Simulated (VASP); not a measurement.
The system is GaP.

```
Ga P
1.0
     1.94302    1.12180    6.43081
    -1.94302    1.12180    6.43081
     0.00000   -2.24360    6.43081
Ga P
2 2
Direct
  0.43537 0.43537 0.43537
  0.56463 0.56463 0.56463
  0.05739 0.05739 0.05739
  0.94261 0.94261 0.94261
```

Base run:

- Program: VASP 6.6.1
- Functional: r2SCAN
- Potentials or basis: VASP PAW PBE potentials, release 64 (Ga_d, P)
- Cutoff: 520 eV
- k mesh: 12 × 12 × 12
- Occupations: gaussian, width 0.02 eV
- Spin: no spin polarisation

Its results: band gap on the k mesh 1.08 eV (least direct gap 1.48 eV); pressure -2.5 GPa; largest force 0.062 eV/Å.

The run is repeated on the same cell with these changes: functional from r2SCAN to PBEsol. What comes out?

Band gap on the k mesh 0.74 eV (least direct gap 1.01 eV); pressure -2.8 GPa; largest force 0.084 eV/Å.

Caveats: the PAW data sets were made with another functional, which shifts forces and pressure a little; semilocal functionals underestimate gaps, and a narrow one can read as zero (at least some runs).

A k mesh can miss the band edges.
